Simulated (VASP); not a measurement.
Input of a VASP 6.6.1 run:

The input INCAR:

```
SYSTEM = SiP5
PREC = Accurate ; ENCUT = 600
EDIFF = 1E-7 ; ISMEAR = 0
SIGMA = 0.2 ; LREAL = .False.
LASPH = .True. ; NELM = 80
ALGO = Normal ; ISIF = 3
LWAVE = .False. ; LCHARG = .False.
GGA = PE ; IBRION = 2
NSW = 36 ; EDIFFG = -0.08
```

KPOINTS

```
regular mesh
0
Gamma
  5 5 2
  0 0 0
```

POSCAR

```
SiP5
1.0
    3.5000000000      0.0000000000      0.0000000000
   -1.7500000000      3.0310889100      0.0000000000
    0.0000000000      0.0000000000     10.3500000000
Si P
1 5
Direct
    0.0000000000      0.0000000000      0.2270000000
    0.3333333300      0.6666666700      0.4400000000
    0.6666666700      0.3333333300      0.5600000000
    0.6666666700      0.3333333300      0.1060000000
    0.0000000000      0.0000000000      0.7730000000
    0.3333333300      0.6666666700      0.8940000000
```

Potentials or basis: VASP PAW PBE potentials, release 64 (Si, P).

Run with:

```console
$ cat potpaw_PBE.64/Si/POTCAR potpaw_PBE.64/P/POTCAR > POTCAR
$ mpirun -np 1 vasp_std > vasp.out
```

Task: Predict the space group after relaxing (to 0.05 Å).

Result: P3m1 (No. 156).

Task: What does it give for the relaxed cell?

Result: a = 3.464 Å, b = 3.464 Å, c = 9.426 Å, α = 90.00°, β = 90.00°, γ = 120.00°.

Stress tensor (GPa, compression positive):
```
 0.17  0.00  0.00
 0.00  0.17  0.00
 0.00  0.00 -0.04
```

Caveat: the k points lie up to 0.42 Å⁻¹ apart in the final cell.
